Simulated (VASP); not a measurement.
# Na (I4/mmm) in VASP: settings compared

Na is run at these levels: PBEsol+D3(BJ), PBE; tasks: single point, relaxation of cell and atoms.

All numbers are computed with VASP 6.6.1; they aren't measurements. Logs are shortened: lines on timing, memory, paths and dates and some standing lists are left out, and cuts for length are marked.

**1. The cell of the first run**

It takes space group I4/mmm (No. 139, tetragonal). Conventional cell: a = 3.777 Å, b = 3.777 Å, c = 5.275 Å, α = 90.00°, β = 90.00°, γ = 90.00°. Na (site symmetry 4/mmm) has 12 Na at 3.75 to 3.78 Å within 4.9 Å.

**2. Single point, PBEsol+D3(BJ)**

Contents of INCAR:

```
SYSTEM = Na
ALGO     = Normal         ! electronic algorithm
EDIFF    = 1E-6           ! SCF threshold, eV
ENCUT    = 520            ! plane-wave cutoff, eV
GGA      = PS             ! functional
ISIF     = 2              ! what is computed and relaxed
ISMEAR   = -1             ! smearing method
IVDW     = 12             ! dispersion correction
LASPH    = .TRUE.         ! aspherical terms in the spheres
LCHARG   = .TRUE.         ! write CHGCAR
LELF     = .TRUE.         ! ELF
LREAL    = .FALSE.        ! projectors in reciprocal space
LVHAR    = .TRUE.       
LWAVE    = .FALSE.        ! write WAVECAR
NBANDS   = 10             ! bands
NELM     = 60             ! most SCF steps
PREC     = Accurate       ! precision mode
SIGMA    = 0.05           ! smearing width, eV
```

Contents of KPOINTS:

```
k-points
0
G
  10 10 10
  0 0 0
```

Contents of POSCAR:

```
Na
1.0
   -1.8882910800      1.8882910800      2.6372766800
    1.8882910800     -1.8882910800      2.6372766800
    1.8882910800      1.8882910800     -2.6372766800
Na
1
Direct
    0.0000000000      0.0000000000      0.0000000000
```

Potentials or basis: VASP PAW PBE potentials, release 64 (Na_pv).

Launch:

```console
$ cat potpaw_PBE.64/Na_pv/POTCAR > POTCAR
$ mpirun -np 1 vasp_std > vasp.out
```

OUTCAR:

```text
SYSTEM = Na
   EDIFF = 1E-6
   ENCUT = 520
   GGA = PS
   ISIF = 2
   ISMEAR = -1
   IVDW = 12
   LASPH = .TRUE.
   LREAL = .FALSE.
   NELM = 60
   PREC = Accurate
 IVDW          = 12

 ion  position               nearest neighbor table
   1  0.000  0.000  0.000-

  LATTYP: Found a body centered tetragonal cell.
 ALAT       =     3.7765821600
 C/A-ratio  =     1.3966473220

  Lattice vectors:

 A1 = (  -1.8882910800,   1.8882910800,   2.6372766800)
 A2 = (   1.8882910800,  -1.8882910800,   2.6372766800)
 A3 = (   1.8882910800,   1.8882910800,  -2.6372766800)

Analysis of symmetry for initial positions (statically):
=====================================================================
 Subroutine PRICEL returns:
 Original cell was already a primitive cell.

 Routine SETGRP: Setting up the symmetry group for a
 body centered tetragonal supercell.

 Subroutine GETGRP returns: Found 16 space group operations
 (whereof 16 operations were pure point group operations)
 out of a pool of 16 trial point group operations.

The static configuration has the point symmetry D_4h.

Analysis of symmetry for dynamics (positions and initial velocities):
=====================================================================
 Subroutine PRICEL returns:
 Original cell was already a primitive cell.

 Routine SETGRP: Setting up the symmetry group for a
 body centered tetragonal supercell.

 Subroutine GETGRP returns: Found 16 space group operations
 (whereof 16 operations were pure point group operations)
 out of a pool of 16 trial point group operations.

The dynamic configuration has the point symmetry D_4h.

 Subroutine INISYM returns: Found 16 space group operations
 (whereof 16 operations are pure point group operations),
 and found     1 'primitive' translations

----------------------------------------------------------------------------------------

                                     Primitive cell

  volume of cell :      37.6144

  direct lattice vectors                    reciprocal lattice vectors
    -1.888291080  1.888291080  2.637276680     0.000000000  0.264789685  0.189589512
     1.888291080 -1.888291080  2.637276680     0.264789685  0.000000000  0.189589512
     1.888291080  1.888291080 -2.637276680     0.264789685  0.264789685  0.000000000

  length of vectors
     3.753200593  3.753200593  3.753200593     0.325665105  0.325665105  0.374469164

  position of ions in fractional coordinates (direct lattice)
     0.000000000  0.000000000  0.000000000

[... 79 lines left out ...]
   IBRION =     -1    ionic relax: 0-MD 1-quasi-New 2-CG
   NFREE  =      0    steps in history (QN), initial steepest desc. (CG)
   ISIF   =      2    stress and relaxation
   ISYM   =      2    0-nonsym 1-usesym 2-fastsym
   POTIM  = 0.5000    time-step for ionic-motion
   TEBEG  =    0.0;   TEEND  =   0.0 temperature during run
   PSTRESS=    0.0 pullay stress
   NELECT =       7.0000    total number of electrons
   NUPDOWN=      -1.0000    fix difference up-down
   EMIN   =  10.00;   EMAX   =-10.00  energy-range for DOS
   EFERMI =   0.00;   METHOD = LEGACY
   ISMEAR =    -1;   SIGMA  =   0.05  broadening in eV -4-tet -1-fermi 0-gaus
   EFERMI_NEDOS =   21; number of points for ismear=-14 and -15
   IALGO  =     38    algorithm
   IMIX   =      4    mixing-type and parameters
     AMIX     =   0.40;   BMIX     =  1.00
     AMIX_MAG =   1.60;   BMIX_MAG =  1.00
  volume/ion in A,a.u.               =      37.61       253.83
  Fermi-wavevector in a.u.,A,eV,Ry     =   0.934666  1.766262 11.886050  0.873600
  Thomas-Fermi vector in A             =   2.061494
   LORBIT       =      0    0 simple, 1 ext, 2 COOP (PROOUT), +10 PAW based schemes
   GGA     = PS    functional components
   LHFCALC =     F    Hartree Fock is set to
   AEXX    =    0.0000 exact exchange contribution
   IVDW    =    12    specifies the selected vdW correction
   LEPSILON=     F    determine dielectric tensor
   LRPA    =     F    only Hartree local field effects (RPA)
 non-spin polarized calculation
  energy-cutoff  :      520.00
  volume of cell :       37.61
 maximum number of plane-waves:      1025
   NGX = 13   NGY = 13   NGZ = 13

 number of electron       6.9999993 magnetization

 Free energy of the ion-electron system (eV)
  ---------------------------------------------------
  ext. energy  EPLUGINS =         0.00000000
  ---------------------------------------------------
  free energy    TOTEN  =        -1.40108934 eV

  energy without entropy =       -1.39566427  energy(sigma->0) =       -1.39837680

 E-fermi :   0.1811     XC(G=0):  -6.4626

 val. band max:        0.1664637090   @ k =   0.4000   0.1000   0.0000
 cond. band min:       0.2019195949   @ k =  -0.3000  -0.4000   0.2000
 fundamental gap:      0.0354558860
 Fermi energy:         0.1811303333

 k-point     1 :       0.0000    0.0000    0.0000
  band No.  band energies     occupation
      1     -24.5286      2.00000
      2     -24.5284      2.00000
      3     -24.5284      2.00000
      4      -2.9835      2.00000
      5      11.2562      0.00000
      6      11.2562      0.00000
      7      11.2993      0.00000
      8      12.3504      0.00000
      9      12.8117      0.00000
     10      12.8120      0.00000
[... 287 lines left out ...]
 k-point    24 :       0.4000    0.3000    0.0000
  band No.  band energies     occupation
      1     -24.5544      2.00000
      2     -24.5474      2.00000
      3     -24.5370      2.00000
      4       1.9779      0.00000
      5       2.4198      0.00000
      6       4.3696      0.00000
      7       8.2291      0.00000
      8       8.9207      0.00000
      9      14.5942      0.00000
     10      15.7489      0.00000

 [... further k-points ...]

------------------------ aborting loop because EDIFF is reached ----------------------------------------

 Edisp (eV)   -0.15199

 E8    (eV) :    -0.1075

  FORCE on cell =-STRESS in cart. coord.  units (eV):
  Direction    XX          YY          ZZ          XY          YZ          ZX
  --------------------------------------------------------------------------------------
  -------------------------------------------------------------------------------------
  Total      -0.21824    -0.21824    -0.22850     0.00000    -0.00000     0.00000
  in kB      -9.29611    -9.29611    -9.73301     0.00000    -0.00000     0.00000
  external pressure =       -9.44 kB  Pullay stress =        0.00 kB

 VOLUME and BASIS-vectors are now :
 -----------------------------------------------------------------------------
  energy-cutoff  :      520.00
  volume of cell :       37.61
      direct lattice vectors                 reciprocal lattice vectors
    -1.888291080  1.888291080  2.637276680     0.000000000  0.264789685  0.189589512
     1.888291080 -1.888291080  2.637276680     0.264789685  0.000000000  0.189589512
     1.888291080  1.888291080 -2.637276680     0.264789685  0.264789685  0.000000000

 POSITION                                       TOTAL-FORCE (eV/Angst)
 -----------------------------------------------------------------------------------
      0.00000      0.00000      0.00000        -0.000000      0.000000      0.000000
 -----------------------------------------------------------------------------------
    total drift:                               -0.000000     -0.000000      0.000000

  FREE ENERGIE OF THE ION-ELECTRON SYSTEM (eV)
  ---------------------------------------------------
  free  energy   TOTEN  =        -1.5530807628 eV

  energy  without entropy=       -1.5476556883  energy(sigma->0) =       -1.55036823
```

stdout:

```text
POSCAR found type information on POSCAR Na
 POSCAR found :  1 types and       1 ions
 scaLAPACK will be used
 -----------------------------------------------------------------------------
|                                                                             |
|                                                                             |
|     You enforced a specific xc type in the INCAR file but a different       |
|     I HOPE YOU KNOW WHAT YOU ARE DOING!                                     |
|                                                                             |
 -----------------------------------------------------------------------------

 LDA part: xc-table for (Slater+PW92), standard interpolation
 POSCAR, INCAR and KPOINTS ok, starting setup
 FFT: planning ... GRIDC
 FFT: planning ... GRID_SOFT
 FFT: planning ... GRID
 WAVECAR not read
 entering main loop
```

Wall time 22 s (1 thread of Intel Xeon 6975P-C (Granite Rapids), shared host); peak memory 0.17 GiB.

What came out:

| Item | Value |
| --- | --- |
| Free energy | -1.5531 eV |
| Pressure | -0.9 GPa |
| Dispersion energy per atom | -0.152 eV |

Levels at points of the mesh, in eV from the Fermi level:
```csv
k point,band 1,band 2,band 3,band 4,band 5,band 6,band 7,band 8,band 9
"(0.00, 0.00, 0.00)",-24.71,-24.71,-24.71,-3.16,11.08,11.08,11.12,12.17,12.63
"(0.50, 0.00, 0.00)",-24.74,-24.71,-24.71,0.63,1.04,10.05,10.21,11.07,11.10
"(0.50, 0.50, 0.00)",-24.74,-24.72,-24.72,1.79,2.34,6.34,7.19,7.20,9.15
"(0.50, 0.50, 0.50)",-24.74,-24.72,-24.72,1.91,2.47,6.23,7.06,7.06,9.04
```

Caveat: three body term missing; the PAW data sets were made with another functional, which shifts forces and pressure a little; pairwise dispersion overbinds metals, which lowers pressure and volume.

(Part 1 of 2 ends here.)
